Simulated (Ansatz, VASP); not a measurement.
## C in VASP and in Ansatz

```
C
1.0
     1.22913    0.70964    3.28357
    -1.22913    0.70964    3.28357
     0.00000   -1.41928    3.28357
C
2
Cartesian
  0.0000 0.0200 1.6727
  0.0000 -0.0200 8.1780
```

Change from the starting cell: mode 4 frozen in at +0.032 Å and mode 6 at +0.020 Å (largest displacements).

Alike in both runs: task single point; functional PBEsol; dispersion D3(BJ); k mesh 15 × 15 × 15; occupations gaussian, width 0.05 eV; no spin polarisation.

|  | VASP | Ansatz |
| --- | --- | --- |
| version | VASP 6.6.1 | Ansatz 0.2.0 |
| potentials or method | VASP PAW PBE potentials, release 64 (C), cutoff 520 eV | scalar-relativistic, plane waves, PAW |
| valence electrons in the cell | 8 | 8 |

```tsv
	VASP	Ansatz	Ansatz less VASP
gap on the k mesh at the Fermi level (eV)	0.23	0.23	-0.001
least direct gap on the mesh (eV)	0.23	0.23	-0.001
pressure (GPa)	1.2	0.5	-0.67
traceless stress, the component that is largest in VASP (GPa)	5.41	4.92	-0.493
rms of the force components (eV/Å)	1.345	1.343	-0.0019
```

VASP's potentials were made for PBE, not for PBEsol. Atom by atom the forces differ by 0.004 eV/Å (rms over components).
